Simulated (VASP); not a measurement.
# KBr (P4/mmm) in VASP: single point with PBE

Aim: the single point of KBr with PBE.

Everything below comes from runs of VASP 6.6.1. Logs are shortened: lines on timing, memory, paths and dates and some standing lists are left out, and cuts for length are marked.

## 1. The cell of the first run

The structure is tetragonal, space group P4/mmm (No. 123). Conventional cell: a = 3.738 Å, b = 3.738 Å, c = 5.121 Å, α = 90.00°, β = 90.00°, γ = 90.00°. K (site symmetry 4/mmm) has 8 Br at 3.68 Å and 4 K at 3.74 Å within 4.8 Å. Br (site symmetry 4/mmm) has 8 K at 3.68 Å and 4 Br at 3.74 Å within 4.8 Å.

The cell was built from a structure type or drawn by symmetry, and may not be a known phase.

## 2. Single point, PBE

INCAR reads:

```
SYSTEM = KBr
PREC = Accurate
ENCUT = 520
EDIFF = 1E-7
ISMEAR = 0
SIGMA = 0.1
LREAL = .False.
LASPH = .True.
NELM = 80
ALGO = Normal
ISIF = 2
LWAVE = .False.
LCHARG = .False.
GGA = PE
NBANDS = 15
```

KPOINTS reads:

```
Automatic mesh
0
Gamma
  6 6 4
  0 0 0
```

POSCAR reads:

```
KBr
1.0
    3.7376904000      0.0000000000      0.0000000000
    0.0000000000      3.7376904000      0.0000000000
    0.0000000000      0.0000000000      5.1206231500
K Br
1 1
Direct
    0.0000000000      0.0000000000      0.0000000000
    0.5000000000      0.5000000000      0.5000000000
```

Potentials or basis: VASP PAW PBE potentials, release 64 (K_sv, Br).

Started as:

```bash
> cat potpaw_PBE.64/K_sv/POTCAR potpaw_PBE.64/Br/POTCAR > POTCAR
> mpirun -np 1 vasp_std > vasp.out
```

OUTCAR:

```text
SYSTEM = KBr
   PREC = Accurate
   ENCUT = 520
   EDIFF = 1E-7
   ISMEAR = 0
   LREAL = .False.
   LASPH = .True.
   NELM = 80
   ISIF = 2
   GGA = PE

 ion  position               nearest neighbor table
   1  0.000  0.000  0.000-
   2  0.500  0.500  0.500-

  LATTYP: Found a simple tetragonal cell.
 ALAT       =     3.7376904000
 C/A-ratio  =     1.3699966027

  Lattice vectors:

 A1 = (   3.7376904000,   0.0000000000,   0.0000000000)
 A2 = (   0.0000000000,   3.7376904000,   0.0000000000)
 A3 = (   0.0000000000,   0.0000000000,   5.1206231500)

Analysis of symmetry for initial positions (statically):
=====================================================================
 Subroutine PRICEL returns:
 Original cell was already a primitive cell.

 Routine SETGRP: Setting up the symmetry group for a
 simple tetragonal supercell.

 Subroutine GETGRP returns: Found 16 space group operations
 (whereof 16 operations were pure point group operations)
 out of a pool of 16 trial point group operations.

The static configuration has the point symmetry D_4h.

Analysis of symmetry for dynamics (positions and initial velocities):
=====================================================================
 Subroutine PRICEL returns:
 Original cell was already a primitive cell.

 Routine SETGRP: Setting up the symmetry group for a
 simple tetragonal supercell.

 Subroutine GETGRP returns: Found 16 space group operations
 (whereof 16 operations were pure point group operations)
 out of a pool of 16 trial point group operations.

The dynamic configuration has the point symmetry D_4h.

 Subroutine INISYM returns: Found 16 space group operations
 (whereof 16 operations are pure point group operations),
 and found     1 'primitive' translations

----------------------------------------------------------------------------------------

                                     Primitive cell

  volume of cell :      71.5368

  direct lattice vectors                    reciprocal lattice vectors
     3.737690400  0.000000000  0.000000000     0.267544899  0.000000000  0.000000000
     0.000000000  3.737690400  0.000000000     0.000000000  0.267544899  0.000000000
     0.000000000  0.000000000  5.120623150     0.000000000  0.000000000  0.195288732

  length of vectors
     3.737690400  3.737690400  5.120623150     0.267544899  0.267544899  0.195288732

  position of ions in fractional coordinates (direct lattice)
     0.000000000  0.000000000  0.000000000
     0.500000000  0.500000000  0.500000000

  ion indices of the primitive-cell ions
   primitive index   ion index
                 1           1
                 2           2

----------------------------------------------------------------------------------------

 KPOINTS: Automatic mesh

Automatic generation of k-mesh.
 Grid dimensions read from file:
 generate k-points for:    6    6    4

 Generating k-lattice:

  Cartesian coordinates                     Fractional coordinates (reciprocal lattice)
     0.044590816  0.000000000  0.000000000     0.166666667  0.000000000  0.000000000
     0.000000000  0.044590816  0.000000000     0.000000000  0.166666667  0.000000000
     0.000000000  0.000000000  0.048822183     0.000000000  0.000000000  0.250000000

  Length of vectors
     0.044590816  0.044590816  0.048822183

  Shift w.r.t. Gamma in fractional coordinates (k-lattice)
     0.000000000  0.000000000  0.000000000

 Subroutine IBZKPT returns following result:
 ===========================================

 Found     30 irreducible k-points:

 Following reciprocal coordinates:
            Coordinates               Weight
  0.000000  0.000000  0.000000      1.000000
  0.166667  0.000000  0.000000      4.000000
  0.333333  0.000000  0.000000      4.000000
  0.500000  0.000000  0.000000      2.000000
  0.166667  0.166667  0.000000      4.000000
  0.333333  0.166667  0.000000      8.000000
[... 16 lines left out ...]
  0.333333  0.000000  0.500000      4.000000
  0.500000  0.000000  0.500000      2.000000
 [... further k-points ...]
   k-points           NKPTS =     30   k-points in BZ     NKDIM =     30   number of bands    NBANDS=     15
   number of dos      NEDOS =    301   number of ions     NIONS =      2
   total plane-waves  NPLWV =  31360
   dimension x,y,z NGX =    28 NGY =   28 NGZ =   40
   dimension x,y,z NGXF=    56 NGYF=   56 NGZF=   80
   ions per type =               1   1
   NGX,Y,Z   is equivalent  to a cutoff of  12.45, 12.45, 12.99 a.u.
   NGXF,Y,Z  is equivalent  to a cutoff of  24.91, 24.91, 25.97 a.u.
 SYSTEM =  KBr
   PREC   = accura    normal or accurate (medium, high low for compatibility)
   ISTART =      0    job   : 0-new  1-cont  2-samecut
   ICHARG =      2    charge: 1-file 2-atom 10-const
   ISPIN  =      1    spin polarized calculation?
   LNONCOLLINEAR =      F non collinear calculations
   LSORBIT =      F    spin-orbit coupling
   LASPH  =      T    aspherical Exc in radial PAW
   ENCUT  =  520.0 eV  38.22 Ry    6.18 a.u.   6.95  6.95  9.52*2*pi/ulx,y,z
   NELM   =     80;   NELMIN=  2; NELMDL= -5     # of ELM steps
   EDIFF  = 0.1E-06   stopping-criterion for ELM
   LREAL  =      F    real-space projection
   EDIFFG = 0.1E-05   stopping-criterion for IOM
   NSW    =      0    number of steps for IOM
   IBRION =     -1    ionic relax: 0-MD 1-quasi-New 2-CG
   NFREE  =      0    steps in history (QN), initial steepest desc. (CG)
   ISIF   =      2    stress and relaxation
   ISYM   =      2    0-nonsym 1-usesym 2-fastsym
   POTIM  = 0.5000    time-step for ionic-motion
   TEBEG  =    0.0;   TEEND  =   0.0 temperature during run
   PSTRESS=    0.0 pullay stress
   NELECT =      16.0000    total number of electrons
   NUPDOWN=      -1.0000    fix difference up-down
   EMIN   =  10.00;   EMAX   =-10.00  energy-range for DOS
   EFERMI =   0.00;   METHOD = LEGACY
   ISMEAR =     0;   SIGMA  =   0.10  broadening in eV -4-tet -1-fermi 0-gaus
   EFERMI_NEDOS =   21; number of points for ismear=-14 and -15
   IALGO  =     38    algorithm
   IMIX   =      4    mixing-type and parameters
     AMIX     =   0.40;   BMIX     =  1.00
     AMIX_MAG =   1.60;   BMIX_MAG =  1.00
  volume/ion in A,a.u.               =      35.77       241.38
  Fermi-wavevector in a.u.,A,eV,Ry     =   0.993737  1.877892 13.435946  0.987514
  Thomas-Fermi vector in A             =   2.125640
   LORBIT       =      0    0 simple, 1 ext, 2 COOP (PROOUT), +10 PAW based schemes
   GGA     = PE    functional components
   LHFCALC =     F    Hartree Fock is set to
   AEXX    =    0.0000 exact exchange contribution
   IVDW    =     0    specifies the selected vdW correction
   LEPSILON=     F    determine dielectric tensor
   LRPA    =     F    only Hartree local field effects (RPA)
 non-spin polarized calculation
 Gauss-broadening in eV      SIGMA  =   0.10
  energy-cutoff  :      520.00
  volume of cell :       71.54
 maximum number of plane-waves:      1946
 NGX is ok and might be reduce to    28
   NGX = 13   NGY = 13   NGZ = 19

 number of electron      15.9999998 magnetization

 Free energy of the ion-electron system (eV)
  ---------------------------------------------------
  ext. energy  EPLUGINS =         0.00000000
  ---------------------------------------------------
  free energy    TOTEN  =        -5.56511645 eV

  energy without entropy =       -5.56511645  energy(sigma->0) =       -5.56511645

 E-fermi :   0.4264     XC(G=0):  -7.5179

 val. band max:       -0.1137587582   @ k =   0.5000   0.0000   0.5000
 cond. band min:       1.8009500335   @ k =   0.0000   0.0000   0.0000
 fundamental gap:      1.9147087918
 Fermi energy:         0.4263801030

 k-point     1 :       0.0000    0.0000    0.0000
  band No.  band energies     occupation
      1     -30.3836      2.00000
      2     -13.7742      2.00000
      3     -13.7742      2.00000
      4     -13.7412      2.00000
      5     -13.4544      2.00000
      6      -1.9243      2.00000
      7      -0.3659      2.00000
      8      -0.3659      2.00000
      9       1.8010      0.00000
     10       5.0295      0.00000
     11       5.0657      0.00000
     12       8.0223      0.00000
     13       8.0223      0.00000
     14       9.0198      0.00000
     15       9.9571      0.00000

 k-point     2 :       0.1667    0.0000    0.0000
  band No.  band energies     occupation
      1     -30.3777      2.00000
      2     -13.8895      2.00000
      3     -13.7674      2.00000
      4     -13.7311      2.00000
      5     -13.3518      2.00000
      6      -1.8802      2.00000
      7      -1.1165      2.00000
      8      -0.3162      2.00000
      9       2.3208      0.00000
     10       5.2621      0.00000
     11       5.7398      0.00000
     12       7.6815      0.00000
     13       8.1591      0.00000
     14       8.5710      0.00000
     15       9.5077      0.00000

 k-point     3 :       0.3333    0.0000    0.0000
  band No.  band energies     occupation
      1     -30.3657      2.00000
      2     -14.0672      2.00000
      3     -13.7538      2.00000
      4     -13.7106      2.00000
      5     -13.1907      2.00000
      6      -2.1834      2.00000
      7      -1.7894      2.00000
      8      -0.2135      2.00000
      9       3.4472      0.00000
     10       5.5314      0.00000
     11       6.8037      0.00000
     12       7.2620      0.00000
     13       7.9181      0.00000
     14       8.2132      0.00000
     15       8.4754      0.00000

 k-point     4 :       0.5000    0.0000    0.0000
  band No.  band energies     occupation
      1     -30.3597      2.00000
      2     -14.1462      2.00000
      3     -13.7469      2.00000
      4     -13.7004      2.00000
      5     -13.1154      2.00000
      6      -2.6174      2.00000
      7      -1.7428      2.00000
      8      -0.1605      2.00000
      9       4.6092      0.00000
     10       4.9587      0.00000
     11       7.3868      0.00000
     12       7.3921      0.00000
     13       7.4580      0.00000
     14       7.6608      0.00000
     15       8.6639      0.00000
[... 307 lines left out ...]
 k-point    22 :       0.1667    0.0000    0.5000
  band No.  band energies     occupation
      1     -30.3772      2.00000
      2     -13.9293      2.00000
      3     -13.8487      2.00000
      4     -13.7662      2.00000
      5     -13.1689      2.00000
      6      -2.5357      2.00000
      7      -1.0191      2.00000
      8      -0.3315      2.00000
      9       4.2939      0.00000
     10       5.5148      0.00000
     11       5.7681      0.00000
     12       7.6438      0.00000
     13       8.2622      0.00000
     14       8.2993      0.00000
     15       8.5387      0.00000

 k-point    23 :       0.3333    0.0000    0.5000
  band No.  band energies     occupation
      1     -30.3653      2.00000
      2     -13.9964      2.00000
      3     -13.7940      2.00000
      4     -13.7529      2.00000
      5     -13.1884      2.00000
      6      -2.1516      2.00000
      7      -1.9809      2.00000
      8      -0.1890      2.00000
      9       3.9869      0.00000
     10       5.6655      0.00000
     11       6.2779      0.00000
     12       7.4556      0.00000
     13       7.4765      0.00000
     14       8.2335      0.00000
     15       8.9494      0.00000

 k-point    24 :       0.5000    0.0000    0.5000
  band No.  band energies     occupation
      1     -30.3594      2.00000
      2     -14.0682      2.00000
      3     -13.7463      2.00000
      4     -13.7171      2.00000
      5     -13.2056      2.00000
      6      -2.3826      2.00000
      7      -1.9348      2.00000
      8      -0.1138      2.00000
      9       3.6593      0.00000
     10       5.5057      0.00000
     11       6.9717      0.00000
     12       7.1464      0.00000
     13       7.4898      0.00000
     14       8.0596      0.00000
     15       9.7485      0.00000

 [... further k-points ...]

------------------------ aborting loop because EDIFF is reached ----------------------------------------

  FORCE on cell =-STRESS in cart. coord.  units (eV):
  Direction    XX          YY          ZZ          XY          YZ          ZX
  --------------------------------------------------------------------------------------
  -------------------------------------------------------------------------------------
  Total        1.3079179      1.3079179     -3.6519349      0.0000000      0.0000000     -0.0000000
  in kB       29.2928492     29.2928492    -81.7907408      0.0000000      0.0000000     -0.0000000
  external PRESSURE =      -7.7350141 kB  Pullay stress =       0.0000000 kB

 VOLUME and BASIS-vectors are now :
 -----------------------------------------------------------------------------
  energy-cutoff  :      520.00
  volume of cell :       71.54
      direct lattice vectors                 reciprocal lattice vectors
     3.737690400  0.000000000  0.000000000     0.267544899  0.000000000  0.000000000
     0.000000000  3.737690400  0.000000000     0.000000000  0.267544899  0.000000000
     0.000000000  0.000000000  5.120623150     0.000000000  0.000000000  0.195288732

 POSITION                                       TOTAL-FORCE (eV/Angst)
 -----------------------------------------------------------------------------------
      0.00000      0.00000      0.00000         0.000000      0.000000      0.000000
      1.86885      1.86885      2.56031         0.000000      0.000000      0.000000
 -----------------------------------------------------------------------------------
    total drift:                               -0.000000      0.000000      0.000000

  FREE ENERGIE OF THE ION-ELECTRON SYSTEM (eV)
  ---------------------------------------------------
  free  energy   TOTEN  =        -5.5651164453 eV

  energy  without entropy=       -5.5651164453  energy(sigma->0) =       -5.56511645
```

It took 28 s on 1 thread of Intel Xeon 8259CL, shared host; peak memory 0.19 GiB.

Results:

| Item | Value |
| --- | --- |
| Free energy | -5.5651 eV |
| Pressure | -0.8 GPa |
| Band gap on the k mesh | 1.91 eV (least direct gap 2.17 eV) |

Stress tensor (GPa, compression positive):
```
 2.93  0.00  0.00
 0.00  2.93  0.00
 0.00  0.00 -8.18
```

Levels at points of the mesh, in eV from the valence-band top:
```csv
k point,band 5,band 6,band 7,band 8,band 9,band 10,band 11,band 12
"(0.00, 0.00, 0.00)",-13.34,-1.81,-0.25,-0.25,1.91,5.14,5.18,8.14
"(0.50, 0.00, 0.00)",-13.00,-2.50,-1.63,-0.05,4.72,5.07,7.50,7.51
"(0.50, 0.50, 0.00)",-12.88,-1.90,-1.90,-1.17,4.02,5.01,5.70,5.70
"(0.00, 0.00, 0.50)",-13.05,-2.60,-0.29,-0.29,4.30,5.48,5.58,8.10
"(0.50, 0.00, 0.50)",-13.09,-2.27,-1.82,0.00,3.77,5.62,7.09,7.26
"(0.50, 0.50, 0.50)",-12.87,-1.98,-1.98,-1.65,5.80,6.38,6.45,6.45
```
